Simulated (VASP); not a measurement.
## NaF: single point with r2SCAN

NaF:

```
Na F
1.0
     2.73646    0.00000    0.00000
     0.00000    2.73646    0.00000
     0.00000    0.00000    2.73646
Na F
1 1
Direct
  0.00000 0.00000 0.00000
  0.50000 0.50000 0.50000
```

```yaml
Program: VASP 6.6.1
Task: single point
Functional: r2SCAN
Potentials_or_basis: VASP PAW PBE potentials, release 64 (Na_sv, F)
Cutoff: 970 eV
k_mesh: 8 × 8 × 8
Occupations: gaussian, width 0.01 eV
Spin: no spin polarisation
```

* Pressure: 3.7 GPa
* Band gap on the k mesh: 7.50 eV (least direct gap 7.87 eV)

Levels at points of the mesh, in eV from the valence-band top:
```csv
k point,band 6,band 7,band 8,band 9,band 10,band 11
"(0.00, 0.00, 0.00)",-0.37,-0.37,-0.37,7.50,17.11,17.11
"(0.50, 0.00, 0.00)",-2.85,-0.23,-0.23,12.41,13.62,21.57
"(0.50, 0.50, 0.00)",-2.05,-2.05,0.00,13.48,17.16,17.16
"(0.50, 0.50, 0.50)",-1.84,-1.84,-1.84,15.97,15.97,15.97
```

Run time: 36 s on 1 thread of Intel(R) Xeon(R) 6975P-C (Granite Rapids), on a shared host, peak memory 0.16 GiB.

Caveat: the cell stands under pressure; the PAW data sets were made with another functional, which shifts forces and pressure a little. A k mesh can miss the band edges.
